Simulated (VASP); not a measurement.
Input of a VASP 6.6.1 run:

File INCAR:

```
ALGO = Normal ; EDIFF = 1E-7
ENCUT = 520 ; GGA = PE
ISIF = 2 ; ISMEAR = 0
LASPH = True ; LCHARG = False
LREAL = False ; LWAVE = False
NBANDS = 15 ; NELM = 100
PREC = Accurate ; SIGMA = 0.15
```

File KPOINTS:

```
k-points
0
Gamma
  24 24 24
```

POSCAR

```
TaN
1.0
    0.0000000000      2.2086347786      2.2086347786
    2.2086347786      0.0000000000      2.2086347786
    2.2086347786      2.2086347786      0.0000000000
Ta N
1 1
Direct
    0.4320847424      0.4320847424      0.5679152576
    0.0000000000      0.0000000000      0.0000000000
```

Potentials or basis: VASP PAW PBE potentials, release 64 (Ta_pv, N).

Command:

```sh
$ cat potpaw_PBE.64/Ta_pv/POTCAR potpaw_PBE.64/N/POTCAR > POTCAR
$ mpirun -np 1 vasp_std > vasp.out
```

(1) Estimate the band gap on the k mesh.

(2) Estimate the largest force.

(3) What does it give for the pressure?

Results:

(1) zero (band 8 reaches 10.72 eV, above the bottom of band 9 at 8.01 eV).

(2) 3.655 eV/Å.

(3) 16.3 GPa.

Caveat: the cell differs from its parent crystal (all Ta atoms moved -0.300 Å, as atom 1 along Cartesian [0 0 1]); spin-orbit coupling is left out, which moves the levels of the heavy elements; forces of over 1 eV/Å act on the atoms, so gaps and moduli don't describe the material at rest.
